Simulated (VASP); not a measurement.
# ZnSe (F-43m) in VASP: further runs

ZnSe is run at these levels: LDA; tasks: single point.

Program: VASP 6.6.1. These are calculated values, not measurements. Logs are shortened: lines on timing, memory, paths and dates and some standing lists are left out, and cuts for length are marked.

### 1 The cell of the first run

The structure is cubic, space group F-43m (No. 216). Conventional cell: a = 5.705 Å, b = 5.705 Å, c = 5.705 Å, α = 90.00°, β = 90.00°, γ = 90.00°. Within 3.3 Å of Zn (site symmetry -43m) lie 4 Se at 2.47 Å. Se (site symmetry -43m) has 4 Zn at 2.47 Å within 3.3 Å.

### 2 Single point, LDA (volume scaled by 1.02)

File INCAR:

```
SYSTEM = ZnSe
ALGO     = Normal         ! electronic algorithm
EDIFF    = 1E-7           ! SCF threshold, eV
ENCUT    = 520            ! plane-wave cutoff, eV
ISIF     = 2              ! what is computed and relaxed
ISMEAR   = -1             ! smearing method
LASPH    = .TRUE.         ! aspherical terms in the spheres
LCHARG   = .TRUE.         ! write CHGCAR
LELF     = .TRUE.         ! ELF
LREAL    = .FALSE.        ! projectors in reciprocal space
LVHAR    = .TRUE.       
LWAVE    = .FALSE.        ! write WAVECAR
NBANDS   = 16             ! bands
NELM     = 80             ! most SCF steps
PREC     = Accurate       ! precision mode
SIGMA    = 0.03           ! smearing width, eV
```

File KPOINTS:

```
k-points
0
G
  8 8 8
  0 0 0
```

File POSCAR:

```
ZnSe
1.0
    0.0000000000      2.8525674344      2.8525674344
    2.8525674344      0.0000000000      2.8525674344
    2.8525674344      2.8525674344      0.0000000000
Zn Se
1 1
Direct
    0.0000000000      0.0000000000      0.0000000000
    0.7500000000      0.7500000000      0.7500000000
```

Potentials or basis: VASP PAW LDA potentials, release 64 (Zn, Se).

The run is started by

```console
cat potpaw_LDA.64/Zn/POTCAR potpaw_LDA.64/Se/POTCAR > POTCAR
mpirun -np 1 vasp_std > vasp.out
```

OUTCAR:

```text
SYSTEM = ZnSe
   EDIFF = 1E-7
   ENCUT = 520
   ISIF = 2
   ISMEAR = -1
   LASPH = .TRUE.
   LREAL = .FALSE.
   NELM = 80
   PREC = Accurate

 ion  position               nearest neighbor table
   1  0.000  0.000  0.000-   2 2.47   2 2.47   2 2.47   2 2.47
   2  0.750  0.750  0.750-   1 2.47   1 2.47   1 2.47   1 2.47

  LATTYP: Found a face centered cubic cell.
 ALAT       =     5.7051348688

  Lattice vectors:

 A1 = (   0.0000000000,   2.8525674344,   2.8525674344)
 A2 = (   2.8525674344,   0.0000000000,   2.8525674344)
 A3 = (   2.8525674344,   2.8525674344,   0.0000000000)

Analysis of symmetry for initial positions (statically):
=====================================================================
 Subroutine PRICEL returns:
 Original cell was already a primitive cell.

 Routine SETGRP: Setting up the symmetry group for a
 face centered cubic supercell.

 Subroutine GETGRP returns: Found 24 space group operations
 (whereof 24 operations were pure point group operations)
 out of a pool of 48 trial point group operations.

The static configuration has the point symmetry T_d .

Analysis of symmetry for dynamics (positions and initial velocities):
=====================================================================
 Subroutine PRICEL returns:
 Original cell was already a primitive cell.

 Routine SETGRP: Setting up the symmetry group for a
 face centered cubic supercell.

 Subroutine GETGRP returns: Found 24 space group operations
 (whereof 24 operations were pure point group operations)
 out of a pool of 48 trial point group operations.

The dynamic configuration has the point symmetry T_d .

 Subroutine INISYM returns: Found 24 space group operations
 (whereof 24 operations are pure point group operations),
 and found     1 'primitive' translations

----------------------------------------------------------------------------------------

                                     Primitive cell

  volume of cell :      46.4235

  direct lattice vectors                    reciprocal lattice vectors
     0.000000000  2.852567434  2.852567434    -0.175280694  0.175280694  0.175280694
     2.852567434  0.000000000  2.852567434     0.175280694 -0.175280694  0.175280694
     2.852567434  2.852567434  0.000000000     0.175280694  0.175280694 -0.175280694

  length of vectors
     4.034139553  4.034139553  4.034139553     0.303595068  0.303595068  0.303595068

  position of ions in fractional coordinates (direct lattice)
     0.000000000  0.000000000  0.000000000
     0.750000000  0.750000000  0.750000000

  ion indices of the primitive-cell ions
   primitive index   ion index
                 1           1
                 2           2

----------------------------------------------------------------------------------------

 KPOINTS: k-points

Automatic generation of k-mesh.
 Grid dimensions read from file:
 generate k-points for:    8    8    8

 Generating k-lattice:

  Cartesian coordinates                     Fractional coordinates (reciprocal lattice)
    -0.021910087  0.021910087  0.021910087     0.125000000  0.000000000  0.000000000
     0.021910087 -0.021910087  0.021910087     0.000000000  0.125000000  0.000000000
     0.021910087  0.021910087 -0.021910087     0.000000000  0.000000000  0.125000000

  Length of vectors
     0.037949383  0.037949383  0.037949383

  Shift w.r.t. Gamma in fractional coordinates (k-lattice)
     0.000000000  0.000000000  0.000000000

 Subroutine IBZKPT returns following result:
 ===========================================

 Found     29 irreducible k-points:

 Following reciprocal coordinates:
            Coordinates               Weight
  0.000000  0.000000  0.000000      1.000000
  0.125000  0.000000  0.000000      8.000000
  0.250000  0.000000  0.000000      8.000000
  0.375000  0.000000  0.000000      8.000000
  0.500000  0.000000  0.000000      4.000000
  0.125000  0.125000  0.000000      6.000000
[... 16 lines left out ...]
  0.500000  0.250000  0.125000     48.000000
 -0.375000  0.250000  0.125000     24.000000
 [... further k-points ...]
   k-points           NKPTS =     29   k-points in BZ     NKDIM =     29   number of bands    NBANDS=     16
   number of dos      NEDOS =    301   number of ions     NIONS =      2
   total plane-waves  NPLWV =  27000
   dimension x,y,z NGX =    30 NGY =   30 NGZ =   30
   dimension x,y,z NGXF=    60 NGYF=   60 NGZF=   60
   ions per type =               1   1
   NGX,Y,Z   is equivalent  to a cutoff of  12.36, 12.36, 12.36 a.u.
   NGXF,Y,Z  is equivalent  to a cutoff of  24.73, 24.73, 24.73 a.u.
 SYSTEM =  ZnSe
   PREC   = accura    normal or accurate (medium, high low for compatibility)
   ISTART =      0    job   : 0-new  1-cont  2-samecut
   ICHARG =      2    charge: 1-file 2-atom 10-const
   ISPIN  =      1    spin polarized calculation?
   LNONCOLLINEAR =      F non collinear calculations
   LSORBIT =      F    spin-orbit coupling
   LASPH  =      T    aspherical Exc in radial PAW
   ENCUT  =  520.0 eV  38.22 Ry    6.18 a.u.   7.50  7.50  7.50*2*pi/ulx,y,z
   NELM   =     80;   NELMIN=  2; NELMDL= -5     # of ELM steps
   EDIFF  = 0.1E-06   stopping-criterion for ELM
   LREAL  =      F    real-space projection
   EDIFFG = 0.1E-05   stopping-criterion for IOM
   NSW    =      0    number of steps for IOM
   IBRION =     -1    ionic relax: 0-MD 1-quasi-New 2-CG
   NFREE  =      0    steps in history (QN), initial steepest desc. (CG)
   ISIF   =      2    stress and relaxation
   ISYM   =      2    0-nonsym 1-usesym 2-fastsym
   POTIM  = 0.5000    time-step for ionic-motion
   TEBEG  =    0.0;   TEEND  =   0.0 temperature during run
   PSTRESS=    0.0 pullay stress
   NELECT =      18.0000    total number of electrons
   NUPDOWN=      -1.0000    fix difference up-down
   EMIN   =  10.00;   EMAX   =-10.00  energy-range for DOS
   EFERMI =   0.00;   METHOD = LEGACY
   ISMEAR =    -1;   SIGMA  =   0.03  broadening in eV -4-tet -1-fermi 0-gaus
   EFERMI_NEDOS =   21; number of points for ismear=-14 and -15
   IALGO  =     38    algorithm
   IMIX   =      4    mixing-type and parameters
     AMIX     =   0.40;   BMIX     =  1.00
     AMIX_MAG =   1.60;   BMIX_MAG =  1.00
  volume/ion in A,a.u.               =      23.21       156.64
  Fermi-wavevector in a.u.,A,eV,Ry     =   1.193767  2.255893 19.389402  1.425081
  Thomas-Fermi vector in A             =   2.329774
   LORBIT       =      0    0 simple, 1 ext, 2 COOP (PROOUT), +10 PAW based schemes
   GGA     = CA    functional components
   LHFCALC =     F    Hartree Fock is set to
   AEXX    =    0.0000 exact exchange contribution
   IVDW    =     0    specifies the selected vdW correction
   LEPSILON=     F    determine dielectric tensor
   LRPA    =     F    only Hartree local field effects (RPA)
 non-spin polarized calculation
  energy-cutoff  :      520.00
  volume of cell :       46.42
 maximum number of plane-waves:      1283
 NGX is ok and might be reduce to    30
   NGX = 15   NGY = 15   NGZ = 15

 number of electron      18.0000017 magnetization

 Free energy of the ion-electron system (eV)
  ---------------------------------------------------
  ext. energy  EPLUGINS =         0.00000000
  ---------------------------------------------------
  free energy    TOTEN  =        -7.32977360 eV

  energy without entropy =       -7.32977360  energy(sigma->0) =       -7.32977360

 E-fermi :   1.8466     XC(G=0):  -9.6114

 val. band max:        1.3358603470   @ k =   0.0000   0.0000   0.0000
 cond. band min:       2.3251200486   @ k =   0.0000   0.0000   0.0000
 fundamental gap:      0.9892597016
 Fermi energy:         1.8465725928

 k-point     1 :       0.0000    0.0000    0.0000
  band No.  band energies     occupation
      1     -11.8294      2.00000
      2      -5.2707      2.00000
      3      -5.2707      2.00000
      4      -5.2707      2.00000
      5      -4.9288      2.00000
      6      -4.9288      2.00000
[... 8 lines left out ...]
     15      12.7669      0.00000
     16      12.7669      0.00000

 k-point     2 :       0.1250    0.0000    0.0000
  band No.  band energies     occupation
      1     -11.7320      2.00000
      2      -5.2625      2.00000
      3      -5.2559      2.00000
      4      -5.2559      2.00000
      5      -4.9301      2.00000
      6      -4.9301      2.00000
[... 8 lines left out ...]
     15      11.9414      0.00000
     16      11.9414      0.00000

 k-point     3 :       0.2500    0.0000    0.0000
  band No.  band energies     occupation
      1     -11.4795      2.00000
      2      -5.2233      2.00000
      3      -5.2233      2.00000
      4      -5.2047      2.00000
      5      -4.9288      2.00000
      6      -4.9288      2.00000
[... 8 lines left out ...]
     15      11.6900      0.00000
     16      11.7656      0.00000

 k-point     4 :       0.3750    0.0000    0.0000
  band No.  band energies     occupation
      1     -11.1969      2.00000
      2      -5.1973      2.00000
      3      -5.1973      2.00000
      4      -5.0149      2.00000
      5      -4.9189      2.00000
      6      -4.9189      2.00000
[... 8 lines left out ...]
     15      12.7731      0.00000
     16      12.7731      0.00000

 k-point     5 :       0.5000    0.0000    0.0000
  band No.  band energies     occupation
      1     -11.0688      2.00000
      2      -5.1890      2.00000
      3      -5.1890      2.00000
      4      -4.9118      2.00000
      5      -4.9118      2.00000
      6      -4.7760      2.00000
[... 8 lines left out ...]
     15      14.2976      0.00000
     16      14.2976      0.00000

 k-point     6 :       0.1250    0.1250    0.0000
  band No.  band energies     occupation
      1     -11.6995      2.00000
      2      -5.2763      2.00000
      3      -5.2426      2.00000
      4      -5.2426      2.00000
      5      -4.9395      2.00000
      6      -4.9222      2.00000
[... 8 lines left out ...]
     15      12.2340      0.00000
     16      12.9872      0.00000
[... 267 lines left out ...]
 k-point    21 :       0.5000    0.5000    0.0000
  band No.  band energies     occupation
      1     -10.8116      2.00000
      2      -5.2254      2.00000
      3      -5.0358      2.00000
      4      -5.0358      2.00000
      5      -4.8835      2.00000
      6      -4.7553      2.00000
[... 8 lines left out ...]
     15      15.2641      0.00000
     16      15.6263      0.00000

 k-point    22 :       0.3750    0.2500    0.1250
  band No.  band energies     occupation
      1     -11.2823      2.00000
      2      -5.2240      2.00000
      3      -5.1749      2.00000
      4      -5.1454      2.00000
      5      -4.9418      2.00000
      6      -4.9055      2.00000
[... 8 lines left out ...]
     15      13.4439      0.00000
     16      14.4676      0.00000

 k-point    23 :       0.5000    0.2500    0.1250
  band No.  band energies     occupation
      1     -11.0468      2.00000
      2      -5.1790      2.00000
      3      -5.1522      2.00000
      4      -5.0236      2.00000
      5      -4.9169      2.00000
      6      -4.8615      2.00000
[... 8 lines left out ...]
     15      13.6845      0.00000
     16      14.7794      0.00000

 k-point    24 :      -0.3750    0.2500    0.1250
  band No.  band energies     occupation
      1     -10.9424      2.00000
      2      -5.1725      2.00000
      3      -5.1391      2.00000
      4      -4.9577      2.00000
      5      -4.9218      2.00000
      6      -4.7256      2.00000
[... 8 lines left out ...]
     15      13.8636      0.00000
     16      14.6562      0.00000

 [... further k-points ...]

------------------------ aborting loop because EDIFF is reached ----------------------------------------

  FORCE on cell =-STRESS in cart. coord.  units (eV):
  Direction    XX          YY          ZZ          XY          YZ          ZX
  --------------------------------------------------------------------------------------
  -------------------------------------------------------------------------------------
  Total       -1.2089163     -1.2089163     -1.2089163      0.0000000      0.0000000      0.0000000
  in kB      -41.7223782    -41.7223782    -41.7223782      0.0000000      0.0000000      0.0000000
  external PRESSURE =     -41.7223782 kB  Pullay stress =       0.0000000 kB

 VOLUME and BASIS-vectors are now :
 -----------------------------------------------------------------------------
  energy-cutoff  :      520.00
  volume of cell :       46.42
      direct lattice vectors                 reciprocal lattice vectors
     0.000000000  2.852567434  2.852567434    -0.175280694  0.175280694  0.175280694
     2.852567434  0.000000000  2.852567434     0.175280694 -0.175280694  0.175280694
     2.852567434  2.852567434  0.000000000     0.175280694  0.175280694 -0.175280694

 POSITION                                       TOTAL-FORCE (eV/Angst)
 -----------------------------------------------------------------------------------
      0.00000      0.00000      0.00000         0.000000      0.000000      0.000000
      4.27885      4.27885      4.27885        -0.000000     -0.000000     -0.000000
 -----------------------------------------------------------------------------------
    total drift:                                0.000001      0.000001      0.000001

  FREE ENERGIE OF THE ION-ELECTRON SYSTEM (eV)
  ---------------------------------------------------
  free  energy   TOTEN  =        -7.3297736047 eV

  energy  without entropy=       -7.3297736041  energy(sigma->0) =       -7.32977360
```

Run time: 14 s. Hardware: 1 thread of Intel Xeon Platinum 8559C (Emerald Rapids), shared host; peak memory 0.15 GiB.

What came out:

```yaml
Free_energy: -7.3298 eV
Pressure: -4.2 GPa
Band_gap_on_the_k_mesh: 0.99 eV, direct
```

### 3 Single point, LDA (volume scaled by 1.04)

File INCAR:

```
SYSTEM = ZnSe
PREC = Accurate
ENCUT = 520
EDIFF = 1E-6
ISMEAR = -1
SIGMA = 0.03
LREAL = .FALSE.
LASPH = .TRUE.
NELM = 100
ALGO = Normal
ISIF = 2
LWAVE = .FALSE.
LCHARG = .FALSE.
NBANDS = 16
```

File KPOINTS:

```
Automatic mesh
0
G
  8 8 8
  0 0 0
```

File POSCAR:

```
ZnSe
1.0
    0.0000000000      2.8710911186      2.8710911186
    2.8710911186      0.0000000000      2.8710911186
    2.8710911186      2.8710911186      0.0000000000
Zn Se
1 1
Direct
    0.0000000000      0.0000000000      0.0000000000
    0.7500000000      0.7500000000      0.7500000000
```

Potentials or basis: VASP PAW LDA potentials, release 64 (Zn, Se).

The run is started by

```console
cat potpaw_LDA.64/Zn/POTCAR potpaw_LDA.64/Se/POTCAR > POTCAR
mpirun -np 1 vasp_std > vasp.out
```

Wall time 13 s (1 thread of Intel Xeon Platinum 8559C (Emerald Rapids), shared host); peak memory 0.15 GiB.

The run converged. Its results:

| Item | Value |
| --- | --- |
| Free energy | -7.3033 eV |
| Pressure | -5.1 GPa |
| Band gap on the k mesh | 0.91 eV, direct |

Levels at points of the mesh, in eV from the valence-band top:
```
           k point  band 5  band 6  band 7  band 8  band 9  band 10  band 11  band 12  band 13  band 14
(0.00, 0.00, 0.00)   -6.22   -6.22    0.00    0.00    0.00     0.91     5.71     5.71     5.71     9.49
(0.50, 0.00, 0.00)   -6.20   -6.07   -5.05   -0.82   -0.82     2.30     6.29     6.29     8.23    10.54
(0.50, 0.50, 0.00)   -6.17   -6.05   -4.66   -2.07   -2.07     2.89     3.32    10.23    10.82    10.82
```

### 4 Single point, LDA (volume scaled by 1.03)

File INCAR:

```
SYSTEM = ZnSe
ALGO = Normal ; EDIFF = 1E-6
ENCUT = 520 ; GGA = CA
ISIF = 2 ; ISMEAR = -1
LASPH = .TRUE. ; LCHARG = .FALSE.
LREAL = .FALSE. ; LWAVE = .FALSE.
NBANDS = 16 ; NELM = 60
PREC = Accurate ; SIGMA = 0.03
```

File KPOINTS:

```
k-points
0
G
  8 8 8
  0 0 0
```

File POSCAR:

```
ZnSe
1.0
    0.0000000000      2.8618592506      2.8618592506
    2.8618592506      0.0000000000      2.8618592506
    2.8618592506      2.8618592506      0.0000000000
Zn Se
1 1
Direct
    0.0000000000      0.0000000000      0.0000000000
    0.7500000000      0.7500000000      0.7500000000
```

The run is started by

```console
cat potpaw_LDA.64/Zn/POTCAR potpaw_LDA.64/Se/POTCAR > POTCAR
mpirun -np 1 vasp_std > vasp.out
```

Wall time 11 s (1 thread of Intel Xeon Platinum 8559C (Emerald Rapids), shared host); peak memory 0.15 GiB.

It converged, with:

* Free energy: -7.3172 eV
* Pressure: -4.7 GPa
* Band gap on the k mesh: 0.95 eV, direct

Levels at points of the mesh, in eV from the valence-band top:
```
           k point  band 6  band 7  band 8  band 9  band 10  band 11  band 12  band 13
(0.00, 0.00, 0.00)   -6.24    0.00    0.00    0.00     0.95     5.71     5.71     5.71
(0.50, 0.00, 0.00)   -6.09   -5.11   -0.83   -0.83     2.32     6.29     6.29     8.27
(0.50, 0.50, 0.00)   -6.07   -4.70   -2.10   -2.10     2.87     3.32    10.30    10.88
```

(Part 1 of 2 ends here.)
